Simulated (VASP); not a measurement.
Write the native input for VASP 6.6.1 that does the following.

```yaml
Task: single point
Functional: PBEsol
Potentials_or_basis: VASP PAW PBE potentials, release 64 (Zr_sv, S)
Cutoff: 500 eV
k_mesh: 6 × 6 × 4
Occupations: gaussian, width 0.01 eV
Spin: no spin polarisation
Dipole_correction: no
Further_INCAR_settings: ALGO = Normal; EDIFF = 1e-06; NBANDS = 19
```

The structure of ZrS2 lies in POSCAR:

```
ZrS2
1.0
    3.7399589436      0.0000000000      0.0000000000
   -1.8699794667      3.2388994509      0.0000000000
    0.0000000000      0.0000000000      6.1205739819
Zr S
1 2
Direct
    0.0000000000      0.0000000000      0.0000000000
    0.6666666667      0.3333333333      0.7620900300
    0.3333333333      0.6666666667      0.2379099700
```

One way to write it, as run:

INCAR

```
PREC     = Accurate       # precision mode
ENCUT    = 500            # plane-wave cutoff, eV
EDIFF    = 1E-6           # SCF threshold, eV
ISMEAR   = 0              # smearing method
SIGMA    = 0.01           # smearing width, eV
LREAL    = False          # projectors in reciprocal space
LASPH    = True           # aspherical terms in the spheres
NELM     = 120            # most SCF steps
ALGO     = Normal         # electronic algorithm
ISIF     = 2              # what is computed and relaxed
LWAVE    = False          # write WAVECAR
LCHARG   = False          # write CHGCAR
GGA      = PS             # functional
NBANDS   = 19             # bands
GGA_COMPAT= False
```

KPOINTS

```
regular mesh
0
Gamma
  6 6 4
```

Potentials or basis: VASP PAW PBE potentials, release 64 (Zr_sv, S).

The run is started by

```sh
$ cat potpaw_PBE.64/Zr_sv/POTCAR potpaw_PBE.64/S/POTCAR > POTCAR
$ mpirun -np 1 vasp_std > vasp.out
```

Results of the run:

```yaml
Pressure: -5.5 GPa
Largest_force: 0.561 eV/Å
Band_gap_on_the_k_mesh: 1.02 eV (least direct gap 1.56 eV)
```

Caveat: the cell stands under tension; the PAW data sets were made with another functional, which shifts forces and pressure a little; this functional lacks dispersion, which binds the layers, so the pressure and a relaxed spacing across them are unreliable.

It took 30 s on 1 thread of AMD EPYC 7R43 64-Core Processor (Zen 3) (shared host), peak memory 0.16 GiB.
